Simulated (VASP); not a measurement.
Write the native input for VASP 6.6.1 that does the following.

```yaml
Task: single point
Functional: PBE
Potentials_or_basis: VASP PAW PBE potentials, release 64 (W_sv)
Cutoff: 520 eV
k_mesh: 22 × 22 × 22
Occupations: gaussian, width 0.15 eV
Spin: no spin polarisation
Dipole_correction: no
Further_INCAR_settings: ALGO = Fast; EDIFF = 1e-07; NBANDS = 13
```

The structure of W lies in POSCAR:

```
W
1.0
   -2.2313232901      1.6509268884      1.6509268884
    1.6509268884     -2.2313232901      1.6509268884
    1.6509268884      1.6509268884     -2.2313232901
W
1
Direct
    0.0000000000      0.0000000000      0.0000000000
```

One way to write it, as run:

INCAR

```
ALGO = Fast
EDIFF = 1E-7
ENCUT = 520
GGA = PE
ISIF = 2
ISMEAR = 0
LASPH = True
LCHARG = False
LREAL = False
LWAVE = False
NBANDS = 13
NELM = 100
PREC = Accurate
SIGMA = 0.15
```

KPOINTS

```
k-points
0
Gamma
  22 22 22
```

Potentials or basis: VASP PAW PBE potentials, release 64 (W_sv).

Run with:

```console
$ cat potpaw_PBE.64/W_sv/POTCAR > POTCAR
$ mpirun -np 1 vasp_std > vasp.out
```

Results of the run:

The pressure is 170.7 GPa. The band gap on the k mesh is zero (band 7 reaches 14.28 eV, above the bottom of band 8 at 7.74 eV).

Caveat: spin-orbit coupling is left out, which moves the levels of the heavy elements.

Wall time 2.4 min on 1 thread of Intel Xeon 6975P-C (shared host), peak memory 0.32 GiB.
